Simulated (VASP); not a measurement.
# CdSe (zincblende type) (F-43m) in VASP: further runs

Runs on CdSe (zincblende type). Level: PBE. Tasks: relaxation of cell and atoms, single point.

Everything below comes from runs of VASP 6.6.1. Logs are shortened: lines on timing, memory, paths and dates and some standing lists are left out, and cuts for length are marked.

## Step 1: The cell of the first run

The structure is cubic, space group F-43m (No. 216). Conventional cell: a = 6.211 Å, b = 6.211 Å, c = 6.211 Å, α = 90.00°, β = 90.00°, γ = 90.00°. Within 3.5 Å of Cd (site symmetry -43m) lie 4 Se at 2.69 Å. Se (site symmetry -43m) has 4 Cd at 2.69 Å within 3.5 Å.

## Step 2: Relaxation of cell and atoms, PBE

The input, INCAR:

```
PREC     = Accurate       # precision mode
ENCUT    = 600            # plane-wave cutoff, eV
EDIFF    = 1E-6           # SCF threshold, eV
ISMEAR   = -1             # smearing method
SIGMA    = 0.1            # smearing width, eV
LREAL    = False          # projectors in reciprocal space
LASPH    = True           # aspherical terms in the spheres
NELM     = 60             # most SCF steps
ALGO     = Normal         # electronic algorithm
ISIF     = 3              # what is computed and relaxed
LWAVE    = False          # write WAVECAR
LCHARG   = False          # write CHGCAR
GGA      = PE             # functional
IBRION   = 2              # ionic algorithm
NSW      = 60             # ionic steps
EDIFFG   = -0.005         # ionic threshold
```

The input, KPOINTS:

```
Automatic mesh
0
Gamma
  11 11 11
```

The input, POSCAR:

```
CdSe
1.0
    0.0000000000      3.1053142479      3.1053142479
    3.1053142479      0.0000000000      3.1053142479
    3.1053142479      3.1053142479      0.0000000000
Cd Se
1 1
Direct
    0.0000000000      0.0000000000      0.0000000000
    0.2500000000      0.2500000000      0.2500000000
```

Potentials or basis: VASP PAW PBE potentials, release 64 (Cd, Se).

The run is started by

```bash
$ cat potpaw_PBE.64/Cd/POTCAR potpaw_PBE.64/Se/POTCAR > POTCAR
$ mpirun -np 1 vasp_std > vasp.out
```

OUTCAR:

```text
PREC = Accurate
   ENCUT = 600
   EDIFF = 1E-6
   ISMEAR = -1
   LREAL = False
   LASPH = True
   NELM = 60
   ISIF = 3
   GGA = PE
   IBRION = 2
   NSW = 60
   EDIFFG = -0.005

 ion  position               nearest neighbor table
   1  0.000  0.000  0.000-   2 2.69   2 2.69   2 2.69   2 2.69
   2  0.250  0.250  0.250-   1 2.69   1 2.69   1 2.69   1 2.69

  LATTYP: Found a face centered cubic cell.
 ALAT       =     6.2106284958

  Lattice vectors:

 A1 = (   0.0000000000,   3.1053142479,   3.1053142479)
 A2 = (   3.1053142479,   0.0000000000,   3.1053142479)
 A3 = (   3.1053142479,   3.1053142479,   0.0000000000)

Analysis of symmetry for initial positions (statically):
=====================================================================
 Subroutine PRICEL returns:
 Original cell was already a primitive cell.

 Routine SETGRP: Setting up the symmetry group for a
 face centered cubic supercell.

 Subroutine GETGRP returns: Found 24 space group operations
 (whereof 24 operations were pure point group operations)
 out of a pool of 48 trial point group operations.

The static configuration has the point symmetry T_d .

Analysis of symmetry for dynamics (positions and initial velocities):
=====================================================================
 Subroutine PRICEL returns:
 Original cell was already a primitive cell.

 Routine SETGRP: Setting up the symmetry group for a
 face centered cubic supercell.

 Subroutine GETGRP returns: Found 24 space group operations
 (whereof 24 operations were pure point group operations)
 out of a pool of 48 trial point group operations.

The dynamic configuration has the point symmetry T_d .

 Subroutine INISYM returns: Found 24 space group operations
 (whereof 24 operations are pure point group operations),
 and found     1 'primitive' translations

----------------------------------------------------------------------------------------

                                     Primitive cell

  volume of cell :      59.8889

  direct lattice vectors                    reciprocal lattice vectors
     0.000000000  3.105314248  3.105314248    -0.161014300  0.161014300  0.161014300
     3.105314248  0.000000000  3.105314248     0.161014300 -0.161014300  0.161014300
     3.105314248  3.105314248  0.000000000     0.161014300  0.161014300 -0.161014300

  length of vectors
     4.391577525  4.391577525  4.391577525     0.278884948  0.278884948  0.278884948

  position of ions in fractional coordinates (direct lattice)
     0.000000000  0.000000000  0.000000000
     0.250000000  0.250000000  0.250000000

  ion indices of the primitive-cell ions
   primitive index   ion index
                 1           1
                 2           2

----------------------------------------------------------------------------------------

 KPOINTS: Automatic mesh

Automatic generation of k-mesh.
 Grid dimensions read from file:
 generate k-points for:   11   11   11

 Generating k-lattice:

  Cartesian coordinates                     Fractional coordinates (reciprocal lattice)
    -0.014637664  0.014637664  0.014637664     0.090909091  0.000000000  0.000000000
     0.014637664 -0.014637664  0.014637664     0.000000000  0.090909091  0.000000000
     0.014637664  0.014637664 -0.014637664     0.000000000  0.000000000  0.090909091

  Length of vectors
     0.025353177  0.025353177  0.025353177

  Shift w.r.t. Gamma in fractional coordinates (k-lattice)
     0.000000000  0.000000000  0.000000000

 Subroutine IBZKPT returns following result:
 ===========================================

 Found     56 irreducible k-points:

 Following reciprocal coordinates:
            Coordinates               Weight
  0.000000  0.000000  0.000000      1.000000
  0.090909  0.000000  0.000000      8.000000
  0.181818  0.000000  0.000000      8.000000
  0.272727  0.000000  0.000000      8.000000
  0.363636  0.000000  0.000000      8.000000
  0.454545  0.000000  0.000000      8.000000
[... 16 lines left out ...]
 -0.272727  0.181818  0.000000     24.000000
 -0.181818  0.181818  0.000000     12.000000
 [... further k-points ...]
   k-points           NKPTS =     56   k-points in BZ     NKDIM =     56   number of bands    NBANDS=     13
   number of dos      NEDOS =    301   number of ions     NIONS =      2
   total plane-waves  NPLWV =  46656
   dimension x,y,z NGX =    36 NGY =   36 NGZ =   36
   dimension x,y,z NGXF=    72 NGYF=   72 NGZF=   72
   ions per type =               1   1
   NGX,Y,Z   is equivalent  to a cutoff of  13.63, 13.63, 13.63 a.u.
   NGXF,Y,Z  is equivalent  to a cutoff of  27.26, 27.26, 27.26 a.u.
 SYSTEM =  unknown system
   PREC   = accura    normal or accurate (medium, high low for compatibility)
   ISTART =      0    job   : 0-new  1-cont  2-samecut
   ICHARG =      2    charge: 1-file 2-atom 10-const
   ISPIN  =      1    spin polarized calculation?
   LNONCOLLINEAR =      F non collinear calculations
   LSORBIT =      F    spin-orbit coupling
   LASPH  =      T    aspherical Exc in radial PAW
   ENCUT  =  600.0 eV  44.10 Ry    6.64 a.u.   8.77  8.77  8.77*2*pi/ulx,y,z
   NELM   =     60;   NELMIN=  2; NELMDL= -5     # of ELM steps
   EDIFF  = 0.1E-05   stopping-criterion for ELM
   LREAL  =      F    real-space projection
   EDIFFG = -.5E-02   stopping-criterion for IOM
   NSW    =     60    number of steps for IOM
   IBRION =      2    ionic relax: 0-MD 1-quasi-New 2-CG
   NFREE  =      1    steps in history (QN), initial steepest desc. (CG)
   ISIF   =      3    stress and relaxation
   ISYM   =      2    0-nonsym 1-usesym 2-fastsym
   POTIM  = 0.5000    time-step for ionic-motion
   TEBEG  =    0.0;   TEEND  =   0.0 temperature during run
   PSTRESS=    0.0 pullay stress
   NELECT =      18.0000    total number of electrons
   NUPDOWN=      -1.0000    fix difference up-down
   EMIN   =  10.00;   EMAX   =-10.00  energy-range for DOS
   EFERMI =   0.00;   METHOD = LEGACY
   ISMEAR =    -1;   SIGMA  =   0.10  broadening in eV -4-tet -1-fermi 0-gaus
   EFERMI_NEDOS =   21; number of points for ismear=-14 and -15
   IALGO  =     38    algorithm
   IMIX   =      4    mixing-type and parameters
     AMIX     =   0.40;   BMIX     =  1.00
     AMIX_MAG =   1.60;   BMIX_MAG =  1.00
  volume/ion in A,a.u.               =      29.94       202.08
  Fermi-wavevector in a.u.,A,eV,Ry     =   1.096605  2.072282 16.361576  1.202542
  Thomas-Fermi vector in A             =   2.232950
   LORBIT       =      0    0 simple, 1 ext, 2 COOP (PROOUT), +10 PAW based schemes
   GGA     = PE    functional components
   LHFCALC =     F    Hartree Fock is set to
   AEXX    =    0.0000 exact exchange contribution
   IVDW    =     0    specifies the selected vdW correction
   LEPSILON=     F    determine dielectric tensor
   LRPA    =     F    only Hartree local field effects (RPA)
 conjugate gradient relaxation of ions
 non-spin polarized calculation
  energy-cutoff  :      600.00
  volume of cell :       59.89
 maximum number of plane-waves:      2016
   NGX = 17   NGY = 17   NGZ = 17

--------------------------------------- Ionic step        1  -------------------------------------------

 number of electron      18.0000001 magnetization

 Free energy of the ion-electron system (eV)
  ---------------------------------------------------
  ext. energy  EPLUGINS =         0.00000000
  ---------------------------------------------------
  free energy    TOTEN  =        -5.50007849 eV

  energy without entropy =       -5.49957877  energy(sigma->0) =       -5.49982863

------------------------ aborting loop because EDIFF is reached ----------------------------------------

  FORCE on cell =-STRESS in cart. coord.  units (eV):
  Direction    XX          YY          ZZ          XY          YZ          ZX
  --------------------------------------------------------------------------------------
  -------------------------------------------------------------------------------------
  Total       -0.0400092     -0.0400092     -0.0400092      0.0000000      0.0000000     -0.0000000
  in kB       -1.0703455     -1.0703455     -1.0703455      0.0000000      0.0000000     -0.0000000
  external PRESSURE =      -1.0703455 kB  Pullay stress =       0.0000000 kB
[... 57 lines left out ...]
  energy  without entropy=       -5.4996377769  energy(sigma->0) =       -5.49988221

--------------------------------------- Ionic step        3  -------------------------------------------

 number of electron      18.0000000 magnetization

 Free energy of the ion-electron system (eV)
  ---------------------------------------------------
  ext. energy  EPLUGINS =         0.00000000
  ---------------------------------------------------
  free energy    TOTEN  =        -5.50012836 eV

  energy without entropy =       -5.49963713  energy(sigma->0) =       -5.49988275

 E-fermi :   0.9121     XC(G=0):  -8.6143

 val. band max:        0.4799575387   @ k =   0.0000   0.0000   0.0000
 cond. band min:       0.9640834187   @ k =   0.0000   0.0000   0.0000
 fundamental gap:      0.4841258800
 Fermi energy:         0.9120881761

 k-point     1 :       0.0000    0.0000    0.0000
  band No.  band energies     occupation
      1     -11.7936      2.00000
      2      -7.2695      2.00000
      3      -7.2695      2.00000
      4      -7.2695      2.00000
      5      -6.9564      2.00000
      6      -6.9564      2.00000
      7       0.4800      1.97378
      8       0.4800      1.97378
      9       0.4800      1.97378
     10       0.9641      0.74573
     11       6.4080      0.00000
     12       6.4080      0.00000
     13       6.4080      0.00000
[... 353 lines left out ...]
 k-point    24 :      -0.1818    0.1818    0.0000
  band No.  band energies     occupation
      1     -11.5814      2.00000
      2      -7.2083      2.00000
      3      -7.1925      2.00000
      4      -7.0296      2.00000
      5      -6.9681      2.00000
      6      -6.9243      2.00000
      7      -2.2317      2.00000
      8      -0.7096      2.00000
      9       0.1235      1.99925
     10       3.4104      0.00000
     11       6.0599      0.00000
     12       6.8555      0.00000
     13       7.0522      0.00000

 [... further k-points ...]
[... 5 lines left out ...]
  --------------------------------------------------------------------------------------
  -------------------------------------------------------------------------------------
  Total       -0.0038645     -0.0038645     -0.0038645      0.0000000      0.0000000      0.0000000
  in kB       -0.1036231     -0.1036231     -0.1036231      0.0000000      0.0000000      0.0000000
  external PRESSURE =      -0.1036231 kB  Pullay stress =       0.0000000 kB
[... 17 lines left out ...]
  FREE ENERGIE OF THE ION-ELECTRON SYSTEM (eV)
  ---------------------------------------------------
  free  energy   TOTEN  =        -5.5001283630 eV

  energy  without entropy=       -5.4996371340  energy(sigma->0) =       -5.49988275

 reached required accuracy - stopping structural energy minimisation
```

Run time: 63 s. Hardware: 1 thread of Intel Xeon Platinum 8259CL at 2.50GHz (Skylake/Cascade Lake), shared host; peak memory 0.25 GiB.

Results:

- Free energy: -5.5001 eV
- Relaxed volume: 29.88 Å³/atom
- Relaxed cell: a = 4.388 Å, b = 4.388 Å, c = 4.388 Å, α = 60.00°, β = 60.00°, γ = 60.00°
- Space group after relaxing (to 0.05 Å): F-43m (No. 216)
- Energy gained by relaxing: 0.0 meV/atom
- Ionic steps: 3
- Pressure after relaxing: 0.0 GPa
- Band gap on the k mesh: 0.48 eV, direct

Final structure:
```xyz
2
Lattice="0.0000 3.1029 3.1029 3.1029 0.0000 3.1029 3.1029 3.1029 0.0000" Properties=species:S:1:pos:R:3 pbc="T T T"
Cd    0.0000    0.0000    0.0000
Se    1.5515    1.5515    1.5515
```

(Part 1 of 2 ends here.)
